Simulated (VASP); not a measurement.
# Re (P6_3/mmc) in VASP: a series of runs

The runs below take Re through single point, relaxation of cell and atoms, with PBE.

All numbers are computed with VASP 6.6.1; they aren't measurements. Logs are shortened: lines on timing, memory, paths and dates and some standing lists are left out, and cuts for length are marked.

## Step 1: The cell of the first run

Symmetry: P6_3/mmc, No. 194, hexagonal system. Conventional cell: a = 2.344 Å, b = 2.344 Å, c = 3.779 Å, α = 90.00°, β = 90.00°, γ = 120.00°. Re (site symmetry -6m2) has 12 Re at 2.32 to 2.34 Å within 3.1 Å.

## Step 2: Single point, PBE

File INCAR:

```
SYSTEM = Re
PREC = Accurate ; ENCUT = 520
EDIFF = 1E-6 ; ISMEAR = -1
SIGMA = 0.08 ; LREAL = .FALSE.
LASPH = .TRUE. ; NELM = 80
ALGO = Normal ; ISIF = 2
LWAVE = .FALSE. ; LCHARG = .FALSE.
GGA = PE ; NBANDS = 14
```

File KPOINTS:

```
Automatic mesh
0
G
  19 19 10
  0 0 0
```

File POSCAR:

```
Re
1.0
    2.3437550227      0.0000000000      0.0000000000
   -1.1718775113      2.0297513899      0.0000000000
    0.0000000000      0.0000000000      3.7785701409
Re
2
Direct
    0.3333333333      0.6666666667      0.2500000000
    0.6666666667      0.3333333333      0.7500000000
```

Potentials or basis: VASP PAW PBE potentials, release 64 (Re).

Launch:

```console
$ cat potpaw_PBE.64/Re/POTCAR > POTCAR
$ mpirun -np 1 vasp_std > vasp.out
```

OUTCAR:

```text
SYSTEM = Re
   PREC = Accurate
   ENCUT = 520
   EDIFF = 1E-6
   ISMEAR = -1
   LREAL = .FALSE.
   LASPH = .TRUE.
   NELM = 80
   ISIF = 2
   GGA = PE

 ion  position               nearest neighbor table
   1  0.333  0.667  0.250-   2 2.32   2 2.32   2 2.32   2 2.32   2 2.32   2 2.32   2 3.30   2 3.30
                             2 3.30   2 3.30   2 3.30   2 3.30
   2  0.667  0.333  0.750-   1 2.32   1 2.32   1 2.32   1 2.32   1 2.32   1 2.32   1 3.30   1 3.30
                             1 3.30   1 3.30   1 3.30   1 3.30

  LATTYP: Found a hexagonal cell.
 ALAT       =     2.3437550227
 C/A-ratio  =     1.6121864718

  Lattice vectors:

 A1 = (   2.3437550227,   0.0000000000,   0.0000000000)
 A2 = (  -1.1718775113,   2.0297513899,   0.0000000000)
 A3 = (   0.0000000000,   0.0000000000,   3.7785701409)

Analysis of symmetry for initial positions (statically):
=====================================================================
 Subroutine PRICEL returns:
 Original cell was already a primitive cell.

 Routine SETGRP: Setting up the symmetry group for a
 hexagonal supercell.

 Subroutine GETGRP returns: Found 24 space group operations
 (whereof 12 operations were pure point group operations)
 out of a pool of 24 trial point group operations.

The static configuration has the point symmetry D_3d.
 The point group associated with its full space group is D_6h.

Analysis of symmetry for dynamics (positions and initial velocities):
=====================================================================
 Subroutine PRICEL returns:
 Original cell was already a primitive cell.

 Routine SETGRP: Setting up the symmetry group for a
 hexagonal supercell.

 Subroutine GETGRP returns: Found 24 space group operations
 (whereof 12 operations were pure point group operations)
 out of a pool of 24 trial point group operations.

The dynamic configuration has the point symmetry D_3d.
 The point group associated with its full space group is D_6h.

 Subroutine INISYM returns: Found 24 space group operations
 (whereof 12 operations are pure point group operations),
 and found     1 'primitive' translations

----------------------------------------------------------------------------------------

                                     Primitive cell

  volume of cell :      17.9756

  direct lattice vectors                    reciprocal lattice vectors
     2.343755023  0.000000000  0.000000000     0.426665752  0.246335587  0.000000000
    -1.171877511  2.029751390  0.000000000     0.000000000  0.492671174  0.000000000
     0.000000000  0.000000000  3.778570141     0.000000000  0.000000000  0.264650374

  length of vectors
     2.343755023  2.343755023  3.778570141     0.492671174  0.492671174  0.264650374

  position of ions in fractional coordinates (direct lattice)
     0.333333333  0.666666667  0.250000000
     0.666666667  0.333333333  0.750000000

  ion indices of the primitive-cell ions
   primitive index   ion index
                 1           1
                 2           2

----------------------------------------------------------------------------------------

 KPOINTS: Automatic mesh

Automatic generation of k-mesh.
 Grid dimensions read from file:
 generate k-points for:   19   19   10

 Generating k-lattice:

  Cartesian coordinates                     Fractional coordinates (reciprocal lattice)
     0.022456092  0.012965031  0.000000000     0.052631579  0.000000000  0.000000000
     0.000000000  0.025930062  0.000000000     0.000000000  0.052631579  0.000000000
     0.000000000  0.000000000  0.026465037     0.000000000  0.000000000  0.100000000

  Length of vectors
     0.025930062  0.025930062  0.026465037

  Shift w.r.t. Gamma in fractional coordinates (k-lattice)
     0.000000000  0.000000000  0.000000000

 Subroutine IBZKPT returns following result:
 ===========================================

 Found    240 irreducible k-points:

 Following reciprocal coordinates:
            Coordinates               Weight
  0.000000  0.000000  0.000000      1.000000
  0.052632  0.000000  0.000000      6.000000
  0.105263  0.000000  0.000000      6.000000
  0.157895  0.000000  0.000000      6.000000
  0.210526  0.000000  0.000000      6.000000
  0.263158  0.000000  0.000000      6.000000
[... 16 lines left out ...]
  0.263158  0.105263  0.000000     12.000000
  0.315789  0.105263  0.000000     12.000000
 [... further k-points ...]
   k-points           NKPTS =    240   k-points in BZ     NKDIM =    240   number of bands    NBANDS=     14
   number of dos      NEDOS =    301   number of ions     NIONS =      2
   total plane-waves  NPLWV =   9072
   dimension x,y,z NGX =    18 NGY =   18 NGZ =   28
   dimension x,y,z NGXF=    36 NGYF=   36 NGZF=   56
   ions per type =               2
   NGX,Y,Z   is equivalent  to a cutoff of  12.77, 12.77, 12.32 a.u.
   NGXF,Y,Z  is equivalent  to a cutoff of  25.54, 25.54, 24.64 a.u.
 SYSTEM =  Re
   PREC   = accura    normal or accurate (medium, high low for compatibility)
   ISTART =      0    job   : 0-new  1-cont  2-samecut
   ICHARG =      2    charge: 1-file 2-atom 10-const
   ISPIN  =      1    spin polarized calculation?
   LNONCOLLINEAR =      F non collinear calculations
   LSORBIT =      F    spin-orbit coupling
   LASPH  =      T    aspherical Exc in radial PAW
   ENCUT  =  520.0 eV  38.22 Ry    6.18 a.u.   4.36  4.36  7.03*2*pi/ulx,y,z
   NELM   =     80;   NELMIN=  2; NELMDL= -5     # of ELM steps
   EDIFF  = 0.1E-05   stopping-criterion for ELM
   LREAL  =      F    real-space projection
   EDIFFG = 0.1E-04   stopping-criterion for IOM
   NSW    =      0    number of steps for IOM
   IBRION =     -1    ionic relax: 0-MD 1-quasi-New 2-CG
   NFREE  =      0    steps in history (QN), initial steepest desc. (CG)
   ISIF   =      2    stress and relaxation
   ISYM   =      2    0-nonsym 1-usesym 2-fastsym
   POTIM  = 0.5000    time-step for ionic-motion
   TEBEG  =    0.0;   TEEND  =   0.0 temperature during run
   PSTRESS=    0.0 pullay stress
   NELECT =      14.0000    total number of electrons
   NUPDOWN=      -1.0000    fix difference up-down
   EMIN   =  10.00;   EMAX   =-10.00  energy-range for DOS
   EFERMI =   0.00;   METHOD = LEGACY
   ISMEAR =    -1;   SIGMA  =   0.08  broadening in eV -4-tet -1-fermi 0-gaus
   EFERMI_NEDOS =   21; number of points for ismear=-14 and -15
   IALGO  =     38    algorithm
   IMIX   =      4    mixing-type and parameters
     AMIX     =   0.40;   BMIX     =  1.00
     AMIX_MAG =   1.60;   BMIX_MAG =  1.00
  volume/ion in A,a.u.               =       8.99        60.65
  Fermi-wavevector in a.u.,A,eV,Ry     =   1.506225  2.846353 30.867745  2.268715
  Thomas-Fermi vector in A             =   2.616971
   LORBIT       =      0    0 simple, 1 ext, 2 COOP (PROOUT), +10 PAW based schemes
   GGA     = PE    functional components
   LHFCALC =     F    Hartree Fock is set to
   AEXX    =    0.0000 exact exchange contribution
   IVDW    =     0    specifies the selected vdW correction
   LEPSILON=     F    determine dielectric tensor
   LRPA    =     F    only Hartree local field effects (RPA)
 non-spin polarized calculation
  energy-cutoff  :      520.00
  volume of cell :       17.98
 maximum number of plane-waves:       513
 NGX is ok and might be reduce to    18
   NGX =  9   NGY =  9   NGZ = 15

 number of electron      14.0000000 magnetization

 Free energy of the ion-electron system (eV)
  ---------------------------------------------------
  ext. energy  EPLUGINS =         0.00000000
  ---------------------------------------------------
  free energy    TOTEN  =       -11.53213002 eV

  energy without entropy =      -11.51240951  energy(sigma->0) =      -11.52226977

 E-fermi :  15.6303     XC(G=0): -16.5898

 val. band max:       15.6204375692   @ k =   0.1579   0.0526   0.0000
 cond. band min:      15.6341521845   @ k =   0.3158   0.1579   0.3000
 fundamental gap:      0.0137146153
 Fermi energy:        15.6302941492

 k-point     1 :       0.0000    0.0000    0.0000
  band No.  band energies     occupation
      1       2.5555      2.00000
      2       4.1266      2.00000
      3      11.6229      2.00000
      4      11.6229      2.00000
      5      11.7866      2.00000
      6      13.4361      2.00000
      7      13.4361      2.00000
      8      15.1978      1.99106
      9      15.1978      1.99106
     10      18.9751      0.00000
     11      21.2499      0.00000
     12      21.2499      0.00000
     13      29.5669      0.00000
     14      31.5731      0.00000

 k-point     2 :       0.0526    0.0000    0.0000
  band No.  band energies     occupation
      1       2.7790      2.00000
      2       4.3380      2.00000
      3      10.9978      2.00000
      4      11.8234      2.00000
      5      12.3251      2.00000
      6      13.2679      2.00000
      7      13.6352      2.00000
      8      14.8431      1.99989
      9      14.9938      1.99930
     10      17.8079      0.00000
     11      21.4365      0.00000
     12      22.7211      0.00000
     13      30.0704      0.00000
     14      31.9361      0.00000

 k-point     3 :       0.1053    0.0000    0.0000
  band No.  band energies     occupation
      1       3.4091      2.00000
      2       4.9113      2.00000
      3      10.2175      2.00000
      4      12.4187      2.00000
      5      12.7150      2.00000
      6      13.1037      2.00000
      7      13.6982      2.00000
      8      14.2249      2.00000
      9      14.4693      2.00000
     10      16.5309      0.00003
     11      21.9034      0.00000
     12      25.0173      0.00000
     13      31.4928      0.00000
     14      32.8337      0.00000

 k-point     4 :       0.1579    0.0000    0.0000
  band No.  band energies     occupation
      1       4.3142      2.00000
      2       5.6137      2.00000
      3       9.5908      2.00000
      4      12.0275      2.00000
      5      12.2337      2.00000
      6      13.3903      2.00000
      7      13.7878      2.00000
      8      13.9336      2.00000
      9      15.1813      1.99272
     10      15.7079      0.54997
     11      22.4752      0.00000
     12      27.3697      0.00000
     13      33.4450      0.00000
     14      33.8225      0.00000

 k-point     5 :       0.2105    0.0000    0.0000
  band No.  band energies     occupation
      1       5.2108      2.00000
      2       5.9780      2.00000
      3       9.6224      2.00000
      4      10.3010      2.00000
      5      11.8861      2.00000
      6      13.0764      2.00000
      7      14.7060      1.99998
      8      15.0746      1.99808
      9      15.1351      1.99591
     10      16.4648      0.00006
     11      23.0174      0.00000
[... 276 lines left out ...]
 k-point    22 :       0.2105    0.1053    0.0000
  band No.  band energies     occupation
      1       6.2829      2.00000
      2       6.7488      2.00000
      3       8.4876      2.00000
      4       9.2609      2.00000
      5      11.5260      2.00000
      6      12.0639      2.00000
      7      15.0613      1.99837
      8      15.7516      0.36006
      9      17.4509      0.00000
     10      19.5775      0.00000
     11      22.9744      0.00000
     12      32.7767      0.00000
     13      32.7832      0.00000
     14      34.2214      0.00000

 k-point    23 :       0.2632    0.1053    0.0000
  band No.  band energies     occupation
      1       5.7113      2.00000
      2       7.0363      2.00000
      3       7.2216      2.00000
      4      10.5345      2.00000
      5      11.1836      2.00000
      6      12.6931      2.00000
      7      14.4761      2.00000
      8      17.2101      0.00000
      9      19.2502      0.00000
     10      21.6876      0.00000
     11      23.1997      0.00000
     12      32.1720      0.00000
     13      32.8629      0.00000
     14      34.8910      0.00000

 k-point    24 :       0.3158    0.1053    0.0000
  band No.  band energies     occupation
      1       5.1603      2.00000
      2       6.2325      2.00000
      3       7.0174      2.00000
      4      10.9750      2.00000
      5      11.9157      2.00000
      6      13.5671      2.00000
      7      13.9331      2.00000
      8      18.9827      0.00000
      9      20.8877      0.00000
     10      23.3492      0.00000
     11      23.8759      0.00000
     12      31.9935      0.00000
     13      32.0528      0.00000
     14      34.8951      0.00000

 [... further k-points ...]

------------------------ aborting loop because EDIFF is reached ----------------------------------------

  FORCE on cell =-STRESS in cart. coord.  units (eV):
  Direction    XX          YY          ZZ          XY          YZ          ZX
  --------------------------------------------------------------------------------------
  -------------------------------------------------------------------------------------
  Total       62.1302726     62.1302726     61.8706742      0.0000000     -0.0000000     -0.0000000
  in kB     5537.7237830   5537.7237830   5514.5855593      0.0000001     -0.0000000     -0.0000000
  external PRESSURE =    5530.0110418 kB  Pullay stress =       0.0000000 kB

 VOLUME and BASIS-vectors are now :
 -----------------------------------------------------------------------------
  energy-cutoff  :      520.00
  volume of cell :       17.98
      direct lattice vectors                 reciprocal lattice vectors
     2.343755023  0.000000000  0.000000000     0.426665752  0.246335587  0.000000000
    -1.171877511  2.029751390  0.000000000     0.000000000  0.492671174  0.000000000
     0.000000000  0.000000000  3.778570141     0.000000000  0.000000000  0.264650374

 POSITION                                       TOTAL-FORCE (eV/Angst)
 -----------------------------------------------------------------------------------
     -0.00000      1.35317      0.94464        -0.000000     -0.000000      0.000000
      1.17188      0.67658      2.83393         0.000000      0.000000      0.000000
 -----------------------------------------------------------------------------------
    total drift:                                0.000000     -0.000000     -0.000000

  FREE ENERGIE OF THE ION-ELECTRON SYSTEM (eV)
  ---------------------------------------------------
  free  energy   TOTEN  =       -11.5321300237 eV

  energy  without entropy=      -11.5124095078  energy(sigma->0) =      -11.52226977
```

It took 36 s on 1 thread of Intel Xeon Platinum 8559C (Emerald Rapids), shared host; peak memory 0.17 GiB.

Results:

```yaml
Free_energy: -11.5321 eV
Pressure: 553.0 GPa
Band_gap_on_the_k_mesh: zero (band 7 reaches 19.51 eV, above the bottom of band 8 at 11.95 eV)
```

Stress tensor (GPa, compression positive):
```
553.77   0.00   0.00
  0.00 553.77   0.00
  0.00   0.00 551.46
```

Caveat: spin-orbit coupling is left out, which moves the levels of the heavy elements.

## Step 3: Single point, PBE

File INCAR:

```
PREC     = Accurate       # precision mode
ENCUT    = 520            # plane-wave cutoff, eV
EDIFF    = 1E-6           # SCF threshold, eV
ISMEAR   = -1             # smearing method
SIGMA    = 0.08           # smearing width, eV
LREAL    = F              # projectors in reciprocal space
LASPH    = T              # aspherical terms in the spheres
NELM     = 80             # most SCF steps
ALGO     = Normal         # electronic algorithm
ISIF     = 2              # what is computed and relaxed
LWAVE    = F              # write WAVECAR
LCHARG   = T              # write CHGCAR
GGA      = PE             # functional
LELF     = T              # ELF
LVHAR    = T            
NBANDS   = 14             # bands
```

File KPOINTS:

```
regular mesh
0
Gamma
  19 19 10
```

File POSCAR:

```
Re
1.0
    2.3425077475      0.0000000000      0.0000000000
   -1.1712538737      2.0286712179      0.0000000000
    0.0000000000      0.0000000000      3.7763930840
Re
2
Direct
    0.3333333333      0.6666666667      0.2500000000
    0.6666666667      0.3333333333      0.7500000000
```

Potentials or basis: VASP PAW PBE potentials, release 64 (Re).

Launch:

```console
$ cat potpaw_PBE.64/Re/POTCAR > POTCAR
$ mpirun -np 1 vasp_std > vasp.out
```

OUTCAR:

```text
PREC = Accurate
   ENCUT = 520
   EDIFF = 1E-6
   ISMEAR = -1
   LREAL = F
   LASPH = T
   NELM = 80
   ISIF = 2
   GGA = PE

 ion  position               nearest neighbor table
   1  0.333  0.667  0.250-   2 2.32   2 2.32   2 2.32   2 2.32   2 2.32   2 2.32   2 3.30   2 3.30
                             2 3.30   2 3.30   2 3.30   2 3.30
   2  0.667  0.333  0.750-   1 2.32   1 2.32   1 2.32   1 2.32   1 2.32   1 2.32   1 3.30   1 3.30
                             1 3.30   1 3.30   1 3.30   1 3.30

  LATTYP: Found a hexagonal cell.
 ALAT       =     2.3425077475
[... 602 lines left out ...]

  FORCE on cell =-STRESS in cart. coord.  units (eV):
  Direction    XX          YY          ZZ          XY          YZ          ZX
  --------------------------------------------------------------------------------------
  -------------------------------------------------------------------------------------
  Total       62.4242272     62.4242272     62.1722435      0.0000000      0.0000000     -0.0000000
  in kB     5573.0618116   5573.0618116   5550.5654019      0.0000001      0.0000000     -0.0000000
  external PRESSURE =    5565.5630084 kB  Pullay stress =       0.0000000 kB

 VOLUME and BASIS-vectors are now :
 -----------------------------------------------------------------------------
  energy-cutoff  :      520.00
  volume of cell :       17.95
      direct lattice vectors                 reciprocal lattice vectors
     2.342507748  0.000000000  0.000000000     0.426892932  0.246466749  0.000000000
    -1.171253874  2.028671218  0.000000000     0.000000000  0.492933498  0.000000000
     0.000000000  0.000000000  3.776393084     0.000000000  0.000000000  0.264802942

 POSITION                                       TOTAL-FORCE (eV/Angst)
 -----------------------------------------------------------------------------------
     -0.00000      1.35245      0.94410        -0.000000      0.000000      0.000000
      1.17125      0.67622      2.83229         0.000000     -0.000000      0.000000
 -----------------------------------------------------------------------------------
    total drift:                                0.000000     -0.000000     -0.000000

  FREE ENERGIE OF THE ION-ELECTRON SYSTEM (eV)
  ---------------------------------------------------
  free  energy   TOTEN  =       -11.4300896172 eV

  energy  without entropy=      -11.4103707353  energy(sigma->0) =      -11.42023018
```

It took 37 s on 1 thread of Intel Xeon Platinum 8559C (Emerald Rapids), shared host; peak memory 0.17 GiB.

What came out:

- Free energy: -11.4301 eV
- Pressure: 556.6 GPa
- Band gap on the k mesh: zero (band 7 reaches 19.54 eV, above the bottom of band 8 at 11.98 eV)

Caveat: spin-orbit coupling is left out, which moves the levels of the heavy elements.

[end of part 1 of 2]
